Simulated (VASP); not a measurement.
Write the native input for VASP 6.6.1 that does the following.

| Item | Value |
| --- | --- |
| Task | single point |
| Functional | PBE |
| Potentials or basis | VASP PAW PBE potentials, release 64 (As, Sb, In_d) |
| Cutoff | 520 eV |
| k mesh | 6 × 4 × 4 |
| Occupations | fermi-dirac, width 0.02 eV |
| Spin | no spin polarisation |
| Dipole correction | no |
| Further INCAR settings | ALGO = Normal; EDIFF = 1e-07; NBANDS = 46 |

The structure of In4SbAs3 lies in POSCAR:

```
In4SbAs3
1.0
    4.4561336340      0.0000000000      0.0000000000
    0.0000000000      4.4598605634      6.2998645637
    0.0000000000     -4.4598605634      6.2998645637
As Sb In
3 1 4
Direct
    0.0000000000      0.0001720495      0.0001720495
    0.5000000000     -0.0010147867      0.5009024540
    0.5000000000      0.5009024540     -0.0010147867
    0.0000000000      0.5004419366      0.5004419366
    0.5000000000      0.8760038226      0.8760038226
    0.0000000000      0.8879712431      0.3700455801
    0.0000000000      0.3700455801      0.8879712431
    0.5000000000      0.3654777008      0.3654777008
```

The input as run:

INCAR

```
SYSTEM = In4SbAs3
ALGO = Normal ; EDIFF = 1E-7
ENCUT = 520 ; GGA = PE
ISIF = 2 ; ISMEAR = -1
LASPH = .True. ; LCHARG = .False.
LREAL = .False. ; LWAVE = .False.
NBANDS = 46 ; NELM = 100
PREC = Accurate ; SIGMA = 0.02
```

KPOINTS

```
k-points
0
Gamma
  6 4 4
  0 0 0
```

Potentials or basis: VASP PAW PBE potentials, release 64 (As, Sb, In_d).

The run is started by

```console
$ cat potpaw_PBE.64/As/POTCAR potpaw_PBE.64/Sb/POTCAR potpaw_PBE.64/In_d/POTCAR > POTCAR
$ mpirun -np 1 vasp_std > vasp.out
```

It gave:

| Quantity | Value |
| --- | --- |
| Pressure | 0.0 GPa |
| Largest force | 0.008 eV/Å |
| Band gap on the k mesh | 0.10 eV, direct |

Caveat: spin-orbit coupling is left out, which moves the levels of the heavy elements.

It took 9.9 min on 1 thread of Oxide Virtual Turin-like Processor, with other jobs on the host, peak memory 0.49 GiB.
